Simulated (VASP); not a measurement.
# MgRh (Pm-3m) in VASP: a series of runs, part 2 of 3

VASP 6.6.1.

## Step 4: Single point, LDA, collinear spin, ferromagnetic start

INCAR

```
ALGO = Normal
EDIFF = 1E-6
ENCUT = 520
GGA = CA
ISIF = 2
ISMEAR = -1
ISPIN = 2
LASPH = T
LCHARG = T
LELF = T
LMAXMIX = 4
LORBIT = 11
LREAL = F
LVHAR = T
LWAVE = F
MAGMOM = 0 0.9
NBANDS = 20
NELM = 150
NUPDOWN = 0.9
PREC = Accurate
SIGMA = 0.1
```

KPOINTS

```
k-points
0
Gamma
  11 11 11
```

POSCAR

```
MgRh
1.0
    3.0992000000      0.0000000000      0.0000000000
    0.0000000000      3.0992000000      0.0000000000
    0.0000000000      0.0000000000      3.0992000000
Mg Rh
1 1
Direct
    0.0000000000      0.0000000000      0.0000000000
    0.5000000000      0.5000000000      0.5000000000
```

Potentials or basis: VASP PAW LDA potentials, release 64 (Mg, Rh_pv).

The run is started by

```console
> cat potpaw_LDA.64/Mg/POTCAR potpaw_LDA.64/Rh_pv/POTCAR > POTCAR
> mpirun -np 1 vasp_std > vasp.out
```

OUTCAR:

```text
EDIFF = 1E-6
   ENCUT = 520
   GGA = CA
   ISIF = 2
   ISMEAR = -1
   ISPIN = 2
   LASPH = T
   LORBIT = 11
   LREAL = F
   NELM = 150
   NUPDOWN = 0.9
   PREC = Accurate

 ion  position               nearest neighbor table
   1  0.000  0.000  0.000-   2 2.68   2 2.68   2 2.68   2 2.68   2 2.68   2 2.68   2 2.68   2 2.68

   2  0.500  0.500  0.500-   1 2.68   1 2.68   1 2.68   1 2.68   1 2.68   1 2.68   1 2.68   1 2.68

  LATTYP: Found a simple cubic cell.
 ALAT       =     3.0992000000

  Lattice vectors:

 A1 = (   3.0992000000,   0.0000000000,   0.0000000000)
 A2 = (   0.0000000000,   3.0992000000,   0.0000000000)
 A3 = (   0.0000000000,   0.0000000000,   3.0992000000)

Analysis of symmetry for initial positions (statically):
=====================================================================
 Subroutine PRICEL returns:
 Original cell was already a primitive cell.

 Routine SETGRP: Setting up the symmetry group for a
 simple cubic supercell.

 Subroutine GETGRP returns: Found 48 space group operations
 (whereof 48 operations were pure point group operations)
 out of a pool of 48 trial point group operations.

The static configuration has the point symmetry O_h .

Analysis of symmetry for dynamics (positions and initial velocities):
=====================================================================
 Subroutine PRICEL returns:
 Original cell was already a primitive cell.

 Routine SETGRP: Setting up the symmetry group for a
 simple cubic supercell.

 Subroutine GETGRP returns: Found 48 space group operations
 (whereof 48 operations were pure point group operations)
 out of a pool of 48 trial point group operations.

The dynamic configuration has the point symmetry O_h .

Analysis of structural, dynamic, and magnetic symmetry:
[... 142 lines left out ...]
 spin polarized calculation
  energy-cutoff  :      520.00
  volume of cell :       29.77
 maximum number of plane-waves:       813
 NGX is ok and might be reduce to    24
   NGX = 11   NGY = 11   NGZ = 11

 number of electron      17.0000011 magnetization       0.9000001

 Free energy of the ion-electron system (eV)
  ---------------------------------------------------
  ext. energy  EPLUGINS =         0.00000000
  ---------------------------------------------------
  free energy    TOTEN  =       -11.18996603 eV

  energy without entropy =      -11.12822127  energy(sigma->0) =      -11.15909365

 E-fermi :   6.2017     XC(G=0): -11.9958

 val. band max:        7.6113015606   @ k =   0.4545   0.4545   0.0000
 cond. band min:       6.2243300923   @ k =   0.1818   0.0909   0.0909
 fundamental gap:     -1.3869714682
 Fermi energy:         7.8801615028

 spin component 1

 k-point     1 :       0.0000    0.0000    0.0000
  band No.  band energies     occupation
      1     -38.8495      1.00000
      2     -38.8495      1.00000
      3     -38.8495      1.00000
      4      -0.6091      1.00000
      5       3.3067      1.00000
      6       3.3067      1.00000
[... 541 lines left out ...]
     19      27.3319      0.00000
     20      28.3143      0.00000

 [... further k-points ...]

 spin component 2

 k-point     1 :       0.0000    0.0000    0.0000
  band No.  band energies     occupation
      1     -38.4022      1.00000
      2     -38.4022      1.00000
      3     -38.4022      1.00000
      4      -0.3757      1.00000
      5       3.7067      1.00000
      6       3.7067      1.00000
[... 541 lines left out ...]
     19      27.5574      0.00000
     20      28.6029      0.00000

 [... further k-points ...]
[... 5 lines left out ...]
  --------------------------------------------------------------------------------------
  -------------------------------------------------------------------------------------
  Total       -0.7387258     -0.7387258     -0.7387258      0.0000000     -0.0000000      0.0000000
  in kB      -39.7598802    -39.7598802    -39.7598802      0.0000000     -0.0000000      0.0000000
  external PRESSURE =     -39.7598802 kB  Pullay stress =       0.0000000 kB

 VOLUME and BASIS-vectors are now :
 -----------------------------------------------------------------------------
  energy-cutoff  :      520.00
  volume of cell :       29.77
      direct lattice vectors                 reciprocal lattice vectors
     3.099200000  0.000000000  0.000000000     0.322663913  0.000000000  0.000000000
     0.000000000  3.099200000  0.000000000     0.000000000  0.322663913  0.000000000
     0.000000000  0.000000000  3.099200000     0.000000000  0.000000000  0.322663913

 POSITION                                       TOTAL-FORCE (eV/Angst)
 -----------------------------------------------------------------------------------
      0.00000      0.00000      0.00000         0.000000      0.000000      0.000000
      1.54960      1.54960      1.54960         0.000000      0.000000      0.000000
 -----------------------------------------------------------------------------------
    total drift:                                0.000000     -0.000000     -0.000000

  FREE ENERGIE OF THE ION-ELECTRON SYSTEM (eV)
  ---------------------------------------------------
  free  energy   TOTEN  =       -11.1899660332 eV

  energy  without entropy=      -11.1282212740  energy(sigma->0) =      -11.15909365

 total charge

# of ion       s       p       d       tot
------------------------------------------
    1        0.223   0.194   0.045   0.462
    2        0.363   6.186   7.268  13.817
--------------------------------------------------
tot          0.586   6.380   7.313  14.279

 magnetization (x)

# of ion       s       p       d       tot
------------------------------------------
    1        0.004   0.018   0.004   0.026
    2        0.023   0.046   0.625   0.694
--------------------------------------------------
tot          0.027   0.063   0.630   0.720
```

OSZICAR:

```text
N       E                     dE             d eps       ncg     rms          rms(c)
DAV:   1     0.136334317462E+03    0.13633E+03   -0.96000E+03  4712   0.817E+02
DAV:   2    -0.857624880576E+01   -0.14491E+03   -0.13678E+03  4768   0.261E+02
DAV:   3    -0.115206563024E+02   -0.29444E+01   -0.29193E+01  5328   0.393E+01
DAV:   4    -0.115367155491E+02   -0.16059E-01   -0.16054E-01  5216   0.301E+00
DAV:   5    -0.115369154844E+02   -0.19994E-03   -0.19987E-03  5408   0.340E-01    0.595E+00
DAV:   6    -0.112836618876E+02    0.25325E+00   -0.10165E+00  5176   0.103E+01    0.206E+00
DAV:   7    -0.112049128598E+02    0.78749E-01   -0.13172E-01  4952   0.372E+00    0.113E+00
DAV:   8    -0.111916458894E+02    0.13267E-01   -0.41305E-03  5360   0.369E-01    0.665E-01
DAV:   9    -0.111900254598E+02    0.16204E-02   -0.96446E-04  5484   0.215E-01    0.859E-02
DAV:  10    -0.111899779282E+02    0.47532E-04   -0.37198E-05  5356   0.416E-02    0.380E-02
DAV:  11    -0.111899660912E+02    0.11837E-04   -0.46526E-06  5332   0.193E-02    0.175E-02
DAV:  12    -0.111899660332E+02    0.58012E-07   -0.81813E-07  3600   0.817E-03
   1 F= -.11189966E+02 E0= -.11159094E+02  d E =-.617448E-01  mag=     0.9000
```

stdout:

```text
POSCAR found type information on POSCAR MgRh
 POSCAR found :  2 types and       2 ions
 scaLAPACK will be used
 LDA part: xc-table for (Slater(with rela. corr.)+CA(PZ))
 , standard interpolation
 POSCAR, INCAR and KPOINTS ok, starting setup
 FFT: planning ... GRIDC
 FFT: planning ... GRID_SOFT
 FFT: planning ... GRID
 WAVECAR not read
 entering main loop
```

It took 27 s on 1 thread of AMD EPYC 9R45 (Zen 5), shared host; peak memory 0.14 GiB.

What came out:

```yaml
Free_energy: -11.1900 eV
Pressure: -4.0 GPa
Net_moment: 0.90 μB per cell
Site_moments: Mg +0.03; Rh +0.69 μB
Valence_electrons_inside_the_program's_atomic_spheres: Mg 0.46; Rh 13.82
```

Caveat: the total moment is fixed, so each spin has its own Fermi level.

## Step 5: Single point, LDA, collinear spin, ferromagnetic start

INCAR

```
  PREC = Accurate
  ENCUT = 520
  EDIFF = 1E-7
  ISMEAR = -1
  SIGMA = 0.1
  LREAL = F
  LASPH = T
  NELM = 150
  ALGO = Normal
  ISIF = 2
  LWAVE = F
  LCHARG = F
  ISPIN = 2
  MAGMOM = 0 1.2
  LORBIT = 11
  NUPDOWN = 1.2
  LMAXMIX = 4
  GGA = CA
  NBANDS = 20
```

KPOINTS

```
regular mesh
0
Gamma
  11 11 11
```

POSCAR is that of step 4.

Potentials or basis: VASP PAW LDA potentials, release 64 (Mg, Rh_pv).

The run is started by

```console
> cat potpaw_LDA.64/Mg/POTCAR potpaw_LDA.64/Rh_pv/POTCAR > POTCAR
> mpirun -np 1 vasp_std > vasp.out
```

OUTCAR:

```text
PREC = Accurate
   ENCUT = 520
   EDIFF = 1E-7
   ISMEAR = -1
   LREAL = F
   LASPH = T
   NELM = 150
   ISIF = 2
   ISPIN = 2
   LORBIT = 11
   NUPDOWN = 1.2
   GGA = CA

 ion  position               nearest neighbor table
   1  0.000  0.000  0.000-   2 2.68   2 2.68   2 2.68   2 2.68   2 2.68   2 2.68   2 2.68   2 2.68

   2  0.500  0.500  0.500-   1 2.68   1 2.68   1 2.68   1 2.68   1 2.68   1 2.68   1 2.68   1 2.68

  LATTYP: Found a simple cubic cell.
 ALAT       =     3.0992000000

  Lattice vectors:

 A1 = (   3.0992000000,   0.0000000000,   0.0000000000)
 A2 = (   0.0000000000,   3.0992000000,   0.0000000000)
 A3 = (   0.0000000000,   0.0000000000,   3.0992000000)

Analysis of symmetry for initial positions (statically):
=====================================================================
 Subroutine PRICEL returns:
 Original cell was already a primitive cell.

 Routine SETGRP: Setting up the symmetry group for a
 simple cubic supercell.

 Subroutine GETGRP returns: Found 48 space group operations
 (whereof 48 operations were pure point group operations)
 out of a pool of 48 trial point group operations.

The static configuration has the point symmetry O_h .

Analysis of symmetry for dynamics (positions and initial velocities):
=====================================================================
 Subroutine PRICEL returns:
 Original cell was already a primitive cell.

 Routine SETGRP: Setting up the symmetry group for a
 simple cubic supercell.

 Subroutine GETGRP returns: Found 48 space group operations
 (whereof 48 operations were pure point group operations)
 out of a pool of 48 trial point group operations.

The dynamic configuration has the point symmetry O_h .

Analysis of structural, dynamic, and magnetic symmetry:
=====================================================================
 Subroutine PRICEL returns:
 Original cell was already a primitive cell.

 Routine SETGRP: Setting up the symmetry group for a
 simple cubic supercell.

 Subroutine GETGRP returns: Found 48 space group operations
 (whereof 48 operations were pure point group operations)
 out of a pool of 48 trial point group operations.

The overall configuration has the point symmetry O_h .

 Subroutine INISYM returns: Found 48 space group operations
 (whereof 48 operations are pure point group operations),
 and found     1 'primitive' translations

----------------------------------------------------------------------------------------

                                     Primitive cell

  volume of cell :      29.7679

  direct lattice vectors                    reciprocal lattice vectors
     3.099200000  0.000000000  0.000000000     0.322663913  0.000000000  0.000000000
     0.000000000  3.099200000  0.000000000     0.000000000  0.322663913  0.000000000
     0.000000000  0.000000000  3.099200000     0.000000000  0.000000000  0.322663913

  length of vectors
     3.099200000  3.099200000  3.099200000     0.322663913  0.322663913  0.322663913

  position of ions in fractional coordinates (direct lattice)
     0.000000000  0.000000000  0.000000000
[... 61 lines left out ...]
   number of dos      NEDOS =    301   number of ions     NIONS =      2
   total plane-waves  NPLWV =  13824
   dimension x,y,z NGX =    24 NGY =   24 NGZ =   24
   dimension x,y,z NGXF=    48 NGYF=   48 NGZF=   48
   ions per type =               1   1
   NGX,Y,Z   is equivalent  to a cutoff of  12.87, 12.87, 12.87 a.u.
   NGXF,Y,Z  is equivalent  to a cutoff of  25.75, 25.75, 25.75 a.u.
 SYSTEM =  unknown system
   PREC   = accura    normal or accurate (medium, high low for compatibility)
   ISTART =      0    job   : 0-new  1-cont  2-samecut
   ICHARG =      2    charge: 1-file 2-atom 10-const
   ISPIN  =      2    spin polarized calculation?
   LNONCOLLINEAR =      F non collinear calculations
   LSORBIT =      F    spin-orbit coupling
   LASPH  =      T    aspherical Exc in radial PAW
   ENCUT  =  520.0 eV  38.22 Ry    6.18 a.u.   5.76  5.76  5.76*2*pi/ulx,y,z
   NELM   =    150;   NELMIN=  2; NELMDL= -5     # of ELM steps
   EDIFF  = 0.1E-06   stopping-criterion for ELM
   LREAL  =      F    real-space projection
   EDIFFG = 0.1E-05   stopping-criterion for IOM
   NSW    =      0    number of steps for IOM
   IBRION =     -1    ionic relax: 0-MD 1-quasi-New 2-CG
   NFREE  =      0    steps in history (QN), initial steepest desc. (CG)
   ISIF   =      2    stress and relaxation
   ISYM   =      2    0-nonsym 1-usesym 2-fastsym
   POTIM  = 0.5000    time-step for ionic-motion
   TEBEG  =    0.0;   TEEND  =   0.0 temperature during run
   PSTRESS=    0.0 pullay stress
   NELECT =      17.0000    total number of electrons
   NUPDOWN=       1.2000    fix difference up-down
   EMIN   =  10.00;   EMAX   =-10.00  energy-range for DOS
   EFERMI =   0.00;   METHOD = LEGACY
   ISMEAR =    -1;   SIGMA  =   0.10  broadening in eV -4-tet -1-fermi 0-gaus
   EFERMI_NEDOS =   21; number of points for ismear=-14 and -15
   IALGO  =     38    algorithm
   IMIX   =      4    mixing-type and parameters
     AMIX     =   0.40;   BMIX     =  1.00
     AMIX_MAG =   1.60;   BMIX_MAG =  1.00
  volume/ion in A,a.u.               =      14.88       100.44
  Fermi-wavevector in a.u.,A,eV,Ry     =   1.358235  2.566692 25.100054  1.844802
  Thomas-Fermi vector in A             =   2.485085
   LORBIT       =     11    0 simple, 1 ext, 2 COOP (PROOUT), +10 PAW based schemes
   GGA     = CA    functional components
   LHFCALC =     F    Hartree Fock is set to
   AEXX    =    0.0000 exact exchange contribution
   IVDW    =     0    specifies the selected vdW correction
   LEPSILON=     F    determine dielectric tensor
   LRPA    =     F    only Hartree local field effects (RPA)
 spin polarized calculation
  energy-cutoff  :      520.00
  volume of cell :       29.77
 maximum number of plane-waves:       813
 NGX is ok and might be reduce to    24
   NGX = 11   NGY = 11   NGZ = 11

 number of electron      17.0000011 magnetization       1.2000001

 Free energy of the ion-electron system (eV)
  ---------------------------------------------------
  ext. energy  EPLUGINS =         0.00000000
  ---------------------------------------------------
  free energy    TOTEN  =       -10.91595631 eV

  energy without entropy =      -10.84728834  energy(sigma->0) =      -10.88162232

 E-fermi :   6.1277     XC(G=0): -11.9987

 val. band max:        8.0081324595   @ k =   0.4545   0.1818   0.0909
 cond. band min:       6.1414115513   @ k =   0.2727   0.1818   0.0000
 fundamental gap:     -1.8667209081
 Fermi energy:         8.0881512888

 spin component 1

 k-point     1 :       0.0000    0.0000    0.0000
  band No.  band energies     occupation
      1     -38.9865      1.00000
      2     -38.9865      1.00000
      3     -38.9865      1.00000
      4      -0.6451      1.00000
      5       3.2112      1.00000
      6       3.2112      1.00000
[... 541 lines left out ...]
     19      27.2970      0.00000
     20      28.0928      0.00000

 [... further k-points ...]

 spin component 2

 k-point     1 :       0.0000    0.0000    0.0000
  band No.  band energies     occupation
      1     -38.3870      1.00000
      2     -38.3870      1.00000
      3     -38.3870      1.00000
      4      -0.3361      1.00000
      5       3.7462      1.00000
      6       3.7462      1.00000
[... 541 lines left out ...]
     19      27.5978      0.00000
     20      28.6422      0.00000

 [... further k-points ...]
[... 5 lines left out ...]
  --------------------------------------------------------------------------------------
  -------------------------------------------------------------------------------------
  Total       -0.2876839     -0.2876839     -0.2876839      0.0000000     -0.0000000      0.0000000
  in kB      -15.4837930    -15.4837930    -15.4837930      0.0000000     -0.0000000      0.0000000
  external PRESSURE =     -15.4837930 kB  Pullay stress =       0.0000000 kB

 VOLUME and BASIS-vectors are now :
 -----------------------------------------------------------------------------
  energy-cutoff  :      520.00
  volume of cell :       29.77
      direct lattice vectors                 reciprocal lattice vectors
     3.099200000  0.000000000  0.000000000     0.322663913  0.000000000  0.000000000
     0.000000000  3.099200000  0.000000000     0.000000000  0.322663913  0.000000000
     0.000000000  0.000000000  3.099200000     0.000000000  0.000000000  0.322663913

 POSITION                                       TOTAL-FORCE (eV/Angst)
 -----------------------------------------------------------------------------------
      0.00000      0.00000      0.00000         0.000000      0.000000      0.000000
      1.54960      1.54960      1.54960         0.000000      0.000000      0.000000
 -----------------------------------------------------------------------------------
    total drift:                                0.000000     -0.000000     -0.000000

  FREE ENERGIE OF THE ION-ELECTRON SYSTEM (eV)
  ---------------------------------------------------
  free  energy   TOTEN  =       -10.9159563094 eV

  energy  without entropy=      -10.8472883405  energy(sigma->0) =      -10.88162232

 total charge

# of ion       s       p       d       tot
------------------------------------------
    1        0.222   0.197   0.045   0.465
    2        0.375   6.192   7.237  13.804
--------------------------------------------------
tot          0.598   6.389   7.282  14.269

 magnetization (x)

# of ion       s       p       d       tot
------------------------------------------
    1        0.005   0.025   0.005   0.036
    2        0.038   0.058   0.833   0.929
--------------------------------------------------
tot          0.043   0.083   0.838   0.965
```

stdout:

```text
POSCAR found type information on POSCAR MgRh
 POSCAR found :  2 types and       2 ions
 scaLAPACK will be used
 LDA part: xc-table for (Slater(with rela. corr.)+CA(PZ))
 , standard interpolation
 POSCAR, INCAR and KPOINTS ok, starting setup
 FFT: planning ... GRIDC
 FFT: planning ... GRID_SOFT
 FFT: planning ... GRID
 WAVECAR not read
 entering main loop
```

It took 28 s on 1 thread of AMD EPYC 9R45 (Zen 5), shared host; peak memory 0.14 GiB.

Results:

| Property | Result |
| --- | --- |
| Free energy | -10.9160 eV |
| Pressure | -1.5 GPa |
| Net moment | 1.20 μB per cell |
| Site moments | Mg +0.04; Rh +0.93 μB |
| Valence electrons inside the program's atomic spheres | Mg 0.47; Rh 13.80 |

Caveat: the total moment is fixed, so each spin has its own Fermi level.

(Part 2 of 3 ends here.)
